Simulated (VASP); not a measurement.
A run of VASP 6.6.1 is set up as follows.

Contents of INCAR:

```
PREC     = Accurate       # precision mode
ENCUT    = 600            # plane-wave cutoff, eV
EDIFF    = 1E-6           # SCF threshold, eV
ISMEAR   = -1             # smearing method
SIGMA    = 0.08           # smearing width, eV
LREAL    = False          # projectors in reciprocal space
LASPH    = True           # aspherical terms in the spheres
NELM     = 60             # most SCF steps
ALGO     = Normal         # electronic algorithm
ISIF     = 3              # what is computed and relaxed
LWAVE    = False          # write WAVECAR
LCHARG   = False          # write CHGCAR
GGA      = PE             # functional
IBRION   = 2              # ionic algorithm
NSW      = 60             # ionic steps
EDIFFG   = -0.005         # ionic threshold
PSTRESS  = 200.0
```

KPOINTS

```
regular mesh
0
Gamma
  12 12 12
```

Contents of POSCAR:

```
SnSe
1.0
    0.0000000000      2.8952525411      2.8952525411
    2.8952525411      0.0000000000      2.8952525411
    2.8952525411      2.8952525411      0.0000000000
Sn Se
1 1
Direct
    0.0000000000      0.0000000000      0.0000000000
    0.2500000000      0.2500000000      0.2500000000
```

Potentials or basis: VASP PAW PBE potentials, release 64 (Sn_d, Se).

Run with:

```bash
$ cat potpaw_PBE.64/Sn_d/POTCAR potpaw_PBE.64/Se/POTCAR > POTCAR
$ mpirun -np 1 vasp_std > vasp.out
```

Q: Estimate the relaxed cell.

A: a = 4.254 Å, b = 4.254 Å, c = 4.254 Å, α = 60.00°, β = 60.00°, γ = 60.00°.

Q: Predict the space group after relaxing (to 0.05 Å).

A: F-43m (No. 216).

Q: Estimate the relaxed volume.

A: 27.21 Å³/atom.

Q: Estimate the band gap on the k mesh.

A: Zero (band 10 reaches 6.98 eV, above the bottom of band 11 at 5.52 eV).

Final structure:
```xyz
2
Lattice="0.0000 3.0078 3.0078 3.0078 0.0000 3.0078 3.0078 3.0078 0.0000" Properties=species:S:1:pos:R:3 pbc="T T T"
Sn    0.0000    0.0000    0.0000
Se    1.5039    1.5039    1.5039
```

Caveat: the cell is relaxed towards a set pressure, so the enthalpy falls and the energy may rise; spin-orbit coupling is left out, which moves the levels of the heavy elements.
